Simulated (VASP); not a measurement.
# CdS (F-43m) in VASP: a series of runs

Aim: see how the results for CdS move with the level of theory and the settings. Levels: PBE-based screened hybrid with 50 % exact exchange, PBE. Tasks: single point.

All numbers are computed with VASP 6.6.1; they aren't measurements. Logs are shortened: lines on timing, memory, paths and dates and some standing lists are left out, and cuts for length are marked.

## 1. The cell of the first run

The structure is cubic, space group F-43m (No. 216). Conventional cell: a = 5.833 Å, b = 5.833 Å, c = 5.833 Å, α = 90.00°, β = 90.00°, γ = 90.00°. Cd (site symmetry -43m) has 4 S at 2.53 Å within 3.3 Å. Within 3.3 Å of S (site symmetry -43m) lie 4 Cd at 2.53 Å.

## 2. Single point, PBE-based screened hybrid with 50 % exact exchange

Contents of POSCAR:

```
CdS
1.0
    0.0000000000      2.9165000000      2.9165000000
    2.9165000000      0.0000000000      2.9165000000
    2.9165000000      2.9165000000      0.0000000000
Cd S
1 1
Direct
    0.0000000000      0.0000000000      0.0000000000
    0.7500000000      0.7500000000      0.7500000000
```

Contents of INCAR.step1:

```
SYSTEM = CdS
PREC = Accurate
ENCUT = 520
EDIFF = 1E-5
ISMEAR = -1
SIGMA = 0.05
LREAL = .False.
LASPH = .True.
NELM = 100
ALGO = Normal
ISIF = 2
LWAVE = .True.
LCHARG = .False.
NBANDS = 16
GGA = PE
```

Contents of INCAR.step2:

```
SYSTEM = CdS
PREC = Accurate
ENCUT = 520
EDIFF = 1E-7
ISMEAR = -1
SIGMA = 0.05
LREAL = .False.
LASPH = .True.
NELM = 100
ALGO = Normal
ISIF = 2
LWAVE = .False.
LCHARG = .False.
GGA = PE
LHFCALC = .True.
AEXX = 0.5
HFSCREEN = 0.2
PRECFOCK = Normal
NBANDS = 16
ISTART = 1
```

Contents of KPOINTS:

```
regular mesh
0
Gamma
  4 4 4
  0 0 0
```

Potentials or basis: VASP PAW PBE potentials, release 64 (Cd, S).

Run with:

```sh
$ cat potpaw_PBE.64/Cd/POTCAR potpaw_PBE.64/S/POTCAR > POTCAR
$ cp INCAR.step1 INCAR
$ mpirun -np 1 vasp_std > vasp.out
$ cp INCAR.step2 INCAR
$ mpirun -np 1 vasp_std > vasp.out
```

OUTCAR:

```text
SYSTEM = CdS
   PREC = Accurate
   ENCUT = 520
   EDIFF = 1E-7
   ISMEAR = -1
   LREAL = .False.
   LASPH = .True.
   NELM = 100
   ISIF = 2
   GGA = PE
   LHFCALC = .True.
   AEXX = 0.5
   HFSCREEN = 0.2
   PRECFOCK = Normal
   ISTART = 1

 ion  position               nearest neighbor table
   1  0.000  0.000  0.000-   2 2.53   2 2.53   2 2.53   2 2.53
   2  0.750  0.750  0.750-   1 2.53   1 2.53   1 2.53   1 2.53

  LATTYP: Found a face centered cubic cell.
 ALAT       =     5.8330000000

  Lattice vectors:

 A1 = (   0.0000000000,   2.9165000000,   2.9165000000)
 A2 = (   2.9165000000,   0.0000000000,   2.9165000000)
 A3 = (   2.9165000000,   2.9165000000,   0.0000000000)

Analysis of symmetry for initial positions (statically):
=====================================================================
 Subroutine PRICEL returns:
 Original cell was already a primitive cell.

 Routine SETGRP: Setting up the symmetry group for a
 face centered cubic supercell.

 Subroutine GETGRP returns: Found 24 space group operations
 (whereof 24 operations were pure point group operations)
 out of a pool of 48 trial point group operations.

The static configuration has the point symmetry T_d .

Analysis of symmetry for dynamics (positions and initial velocities):
=====================================================================
 Subroutine PRICEL returns:
 Original cell was already a primitive cell.

 Routine SETGRP: Setting up the symmetry group for a
 face centered cubic supercell.

 Subroutine GETGRP returns: Found 24 space group operations
 (whereof 24 operations were pure point group operations)
 out of a pool of 48 trial point group operations.

The dynamic configuration has the point symmetry T_d .

 Subroutine INISYM returns: Found 24 space group operations
 (whereof 24 operations are pure point group operations),
 and found     1 'primitive' translations

----------------------------------------------------------------------------------------

                                     Primitive cell

  volume of cell :      49.6153

  direct lattice vectors                    reciprocal lattice vectors
     0.000000000  2.916500000  2.916500000    -0.171438368  0.171438368  0.171438368
     2.916500000  0.000000000  2.916500000     0.171438368 -0.171438368  0.171438368
     2.916500000  2.916500000  0.000000000     0.171438368  0.171438368 -0.171438368

  length of vectors
     4.124553855  4.124553855  4.124553855     0.296939964  0.296939964  0.296939964

  position of ions in fractional coordinates (direct lattice)
     0.000000000  0.000000000  0.000000000
     0.750000000  0.750000000  0.750000000

  ion indices of the primitive-cell ions
   primitive index   ion index
                 1           1
                 2           2

----------------------------------------------------------------------------------------

 KPOINTS: regular mesh

Automatic generation of k-mesh.
 Grid dimensions read from file:
 generate k-points for:    4    4    4

 Generating k-lattice:

  Cartesian coordinates                     Fractional coordinates (reciprocal lattice)
    -0.042859592  0.042859592  0.042859592     0.250000000  0.000000000  0.000000000
     0.042859592 -0.042859592  0.042859592     0.000000000  0.250000000  0.000000000
     0.042859592  0.042859592 -0.042859592     0.000000000  0.000000000  0.250000000

  Length of vectors
     0.074234991  0.074234991  0.074234991

  Shift w.r.t. Gamma in fractional coordinates (k-lattice)
     0.000000000  0.000000000  0.000000000

 Subroutine IBZKPT returns following result:
 ===========================================

 Found      8 irreducible k-points:

 Following reciprocal coordinates:
            Coordinates               Weight
  0.000000  0.000000  0.000000      1.000000
  0.250000  0.000000  0.000000      8.000000
  0.500000  0.000000  0.000000      4.000000
  0.250000  0.250000  0.000000      6.000000
  0.500000  0.250000  0.000000     24.000000
 -0.250000  0.250000  0.000000     12.000000
  0.500000  0.500000  0.000000      3.000000
 -0.250000  0.500000  0.250000      6.000000
   k-points           NKPTS =      8   k-points in BZ     NKDIM =     64   number of bands    NBANDS=     16
   number of dos      NEDOS =    301   number of ions     NIONS =      2
   total plane-waves  NPLWV =  32768
   dimension x,y,z NGX =    32 NGY =   32 NGZ =   32
   dimension x,y,z NGXF=    64 NGYF=   64 NGZF=   64
   ions per type =               1   1
   NGX,Y,Z   is equivalent  to a cutoff of  12.90, 12.90, 12.90 a.u.
   NGXF,Y,Z  is equivalent  to a cutoff of  25.80, 25.80, 25.80 a.u.
 SYSTEM =  CdS
   PREC   = accura    normal or accurate (medium, high low for compatibility)
   ISTART =      1    job   : 0-new  1-cont  2-samecut
   ICHARG =      0    charge: 1-file 2-atom 10-const
   ISPIN  =      1    spin polarized calculation?
   LNONCOLLINEAR =      F non collinear calculations
   LSORBIT =      F    spin-orbit coupling
   LASPH  =      T    aspherical Exc in radial PAW
   ENCUT  =  520.0 eV  38.22 Ry    6.18 a.u.   7.67  7.67  7.67*2*pi/ulx,y,z
   NELM   =    100;   NELMIN=  2; NELMDL=  0     # of ELM steps
   EDIFF  = 0.1E-06   stopping-criterion for ELM
   LREAL  =      F    real-space projection
   EDIFFG = 0.1E-05   stopping-criterion for IOM
   NSW    =      0    number of steps for IOM
   IBRION =     -1    ionic relax: 0-MD 1-quasi-New 2-CG
   NFREE  =      0    steps in history (QN), initial steepest desc. (CG)
   ISIF   =      2    stress and relaxation
   ISYM   =      3    0-nonsym 1-usesym 2-fastsym
   POTIM  = 0.5000    time-step for ionic-motion
   TEBEG  =    0.0;   TEEND  =   0.0 temperature during run
   PSTRESS=    0.0 pullay stress
   NELECT =      18.0000    total number of electrons
   NUPDOWN=      -1.0000    fix difference up-down
   EMIN   =  10.00;   EMAX   =-10.00  energy-range for DOS
   EFERMI =   0.00;   METHOD = LEGACY
   ISMEAR =    -1;   SIGMA  =   0.05  broadening in eV -4-tet -1-fermi 0-gaus
   EFERMI_NEDOS =   21; number of points for ismear=-14 and -15
   IALGO  =     38    algorithm
   IMIX   =      1    mixing-type and parameters
     AMIX     =   0.40;   BMIX     =  1.00
     AMIX_MAG =   1.60;   BMIX_MAG =  1.00
  volume/ion in A,a.u.               =      24.81       167.41
  Fermi-wavevector in a.u.,A,eV,Ry     =   1.167599  2.206442 18.548649  1.363287
  Thomas-Fermi vector in A             =   2.304097
   LORBIT       =      0    0 simple, 1 ext, 2 COOP (PROOUT), +10 PAW based schemes
   GGA     = PE    functional components
   LHFCALC =     T    Hartree Fock is set to
   PRECFOCK=normal    Normal, Fast or Accurate (Low or Medium for compatibility)
   ENCUT4O =  -1.0   cutoff for four orbital integrals eV
   NKREDX  =     1    reduce k-point grid by
   NKREDY  =     1    reduce k-point grid by
   NKREDZ  =     1    reduce k-point grid by
   AEXX    =    0.5000 exact exchange contribution
   HFSCREEN=    0.2000 screening length (either q_TF or 0.3 A-1)
   HFSCREENC=   0.2000 screening length for correlation (either q_TF or 0.3 A-1)
   ENCUTFOCK=  -1.0 apply spherical cutoff to Coloumb kernel
   IVDW    =     0    specifies the selected vdW correction
   LEPSILON=     F    determine dielectric tensor
   LRPA    =     F    only Hartree local field effects (RPA)
 non-spin polarized calculation
  energy-cutoff  :      520.00
  volume of cell :       49.62
 maximum number of plane-waves:      1363
 NGX is ok and might be reduce to    32
  NGX = 24; NGY = 24; NGZ = 24

 number of electron      18.0000005 magnetization

 Free energy of the ion-electron system (eV)
  ---------------------------------------------------
  ext. energy  EPLUGINS =         0.00000000
  ---------------------------------------------------
  free energy    TOTEN  =        -9.24287802 eV

  energy without entropy =       -9.24287802  energy(sigma->0) =       -9.24287802

 E-fermi :   1.0720     XC(G=0):  -6.0128

 val. band max:       -0.0580986915   @ k =   0.0000   0.0000   0.0000
 cond. band min:       3.2920709586   @ k =   0.0000   0.0000   0.0000
 fundamental gap:      3.3501696501
 Fermi energy:         1.0719748455

 k-point     1 :       0.0000    0.0000    0.0000
  band No.  band energies     occupation
      1     -14.7613      2.00000
      2     -10.0235      2.00000
      3     -10.0235      2.00000
      4     -10.0235      2.00000
      5      -9.5324      2.00000
      6      -9.5324      2.00000
[... 8 lines left out ...]
     15      14.1330      0.00000
     16      14.1330      0.00000

 k-point     2 :       0.2500    0.0000    0.0000
  band No.  band energies     occupation
      1     -14.5201      2.00000
      2      -9.9520      2.00000
      3      -9.9520      2.00000
      4      -9.7177      2.00000
      5      -9.5295      2.00000
      6      -9.5294      2.00000
[... 8 lines left out ...]
     15      13.1252      0.00000
     16      13.6734      0.00000

 k-point     3 :       0.5000    0.0000    0.0000
  band No.  band energies     occupation
      1     -14.2860      2.00000
      2      -9.9001      2.00000
      3      -9.9001      2.00000
      4      -9.5015      2.00000
      5      -9.5015      2.00000
      6      -9.0773      2.00000
[... 8 lines left out ...]
     15      15.4412      0.00000
     16      15.4412      0.00000

 k-point     4 :       0.2500    0.2500    0.0000
  band No.  band energies     occupation
      1     -14.4427      2.00000
      2      -9.8658      2.00000
      3      -9.8658      2.00000
      4      -9.7844      2.00000
      5      -9.5298      2.00000
      6      -9.4932      2.00000
[... 8 lines left out ...]
     15      14.5916      0.00000
     16      17.3763      0.00000

 k-point     5 :       0.5000    0.2500    0.0000
  band No.  band energies     occupation
      1     -14.2159      2.00000
      2      -9.8380      2.00000
      3      -9.7883      2.00000
      4      -9.6159      2.00000
      5      -9.4866      2.00000
      6      -9.0202      2.00000
[... 8 lines left out ...]
     15      15.6007      0.00000
     16      16.6233      0.00000

 k-point     6 :      -0.2500    0.2500    0.0000
  band No.  band energies     occupation
      1     -14.2896      2.00000
      2      -9.8660      2.00000
      3      -9.8598      2.00000
      4      -9.5482      2.00000
      5      -9.5445      2.00000
      6      -9.1944      2.00000
[... 8 lines left out ...]
     15      15.1832      0.00000
     16      16.3894      0.00000

 k-point     7 :       0.5000    0.5000    0.0000
  band No.  band energies     occupation
      1     -14.1433      2.00000
      2      -9.7599      2.00000
      3      -9.6835      2.00000
      4      -9.6835      2.00000
      5      -9.4537      2.00000
      6      -8.9677      2.00000
[... 8 lines left out ...]
     15      15.2208      0.00000
     16      16.4153      0.00000

 k-point     8 :      -0.2500    0.5000    0.2500
  band No.  band energies     occupation
      1     -14.1460      2.00000
      2      -9.7793      2.00000
      3      -9.7714      2.00000
      4      -9.5815      2.00000
      5      -9.5228      2.00000
      6      -8.7922      2.00000
[... 8 lines left out ...]
     15      15.9047      0.00000
     16      16.3866      0.00000

------------------------ aborting loop because EDIFF is reached ----------------------------------------

  FORCE on cell =-STRESS in cart. coord.  units (eV):
  Direction    XX          YY          ZZ          XY          YZ          ZX
  --------------------------------------------------------------------------------------
  -------------------------------------------------------------------------------------
  Total        0.3698255      0.3698255      0.3698255     -0.0000000      0.0000000     -0.0000000
  in kB       11.9423963     11.9423963     11.9423963     -0.0000000      0.0000000     -0.0000000
  external PRESSURE =      11.9423963 kB  Pullay stress =       0.0000000 kB

 VOLUME and BASIS-vectors are now :
 -----------------------------------------------------------------------------
  energy-cutoff  :      520.00
  volume of cell :       49.62
      direct lattice vectors                 reciprocal lattice vectors
     0.000000000  2.916500000  2.916500000    -0.171438368  0.171438368  0.171438368
     2.916500000  0.000000000  2.916500000     0.171438368 -0.171438368  0.171438368
     2.916500000  2.916500000  0.000000000     0.171438368  0.171438368 -0.171438368

 POSITION                                       TOTAL-FORCE (eV/Angst)
 -----------------------------------------------------------------------------------
      0.00000      0.00000      0.00000        -0.000000     -0.000000     -0.000000
      4.37475      4.37475      4.37475         0.000000      0.000000      0.000000
 -----------------------------------------------------------------------------------
    total drift:                               -0.000003     -0.000014     -0.000004

  FREE ENERGIE OF THE ION-ELECTRON SYSTEM (eV)
  ---------------------------------------------------
  free  energy   TOTEN  =        -9.2428780195 eV

  energy  without entropy=       -9.2428780195  energy(sigma->0) =       -9.24287802
```

Run time: 11 min. Hardware: 1 thread of Intel Xeon Platinum 8375C at 2.90GHz (Ice Lake), shared host; peak memory 0.28 GiB.

Results:

```yaml
Free_energy: -9.2429 eV
Pressure: 1.2 GPa
Band_gap_on_the_k_mesh: 3.35 eV
```

Levels at points of the mesh, in eV from the valence-band top:
| k point | band 7 | band 8 | band 9 | band 10 | band 11 | band 12 |
| --- | --- | --- | --- | --- | --- | --- |
| (0.00, 0.00, 0.00) | 0.00 | 0.00 | 0.00 | 3.35 | 8.98 | 8.98 |
| (0.50, 0.00, 0.00) | -4.94 | -0.85 | -0.85 | 5.34 | 9.39 | 9.39 |
| (0.50, 0.50, 0.00) | -4.44 | -2.12 | -2.12 | 5.45 | 6.69 | 11.99 |

Caveat: the k points lie up to 0.47 Å⁻¹ apart; the PAW data sets were made with another functional, which shifts forces and pressure a little.

(Part 1 of 2 ends here.)
